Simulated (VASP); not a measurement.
Li2Se:

```
CELL_PARAMETERS angstrom
0.00000 3.00250 3.00250
3.00250 0.00000 3.00250
3.00250 3.00250 0.00000
ATOMIC_POSITIONS crystal
Li 0.25000 0.25000 0.25000
Li 0.75000 0.75000 0.75000
Se 0.00000 0.00000 0.00000
```

Base run:

| Quantity | Value |
| --- | --- |
| Program | VASP 6.6.1 |
| Functional | PBE |
| Potentials or basis | VASP PAW PBE potentials, release 64 (Li_sv, Se) |
| Cutoff | 750 eV |
| k mesh | 8 × 8 × 8 |
| Occupations | gaussian, width 0.05 eV |
| Spin | no spin polarisation |

Its results: band gap on the k mesh 2.97 eV (least direct gap 3.38 eV); pressure 0.0 GPa.

Q: After a change of settings the same cell gave: band gap on the k mesh 3.66 eV (least direct gap 4.15 eV); pressure -0.6 GPa. Which change was it?
A. occupations from gaussian, width 0.05 eV to gaussian, width 0.001 eV; dispersion from none to D3(BJ)
B. functional from PBE to PBE-based global hybrid with 40 % exact exchange; cutoff from 750 eV to 650 eV; k mesh from 8 × 8 × 8 to 4 × 4 × 4
C. functional from PBE to PBE-based screened hybrid with 20 % exact exchange; cutoff from 750 eV to 650 eV; k mesh from 8 × 8 × 8 to 4 × 4 × 4
D. functional from PBE to PBE-based screened hybrid with 10 % exact exchange; cutoff from 750 eV to 650 eV; k mesh from 8 × 8 × 8 to 4 × 4 × 4

A: C.

Caveats: some runs use coarse meshes; the PAW data sets were made with another functional, which shifts forces and pressure a little (at least some runs).
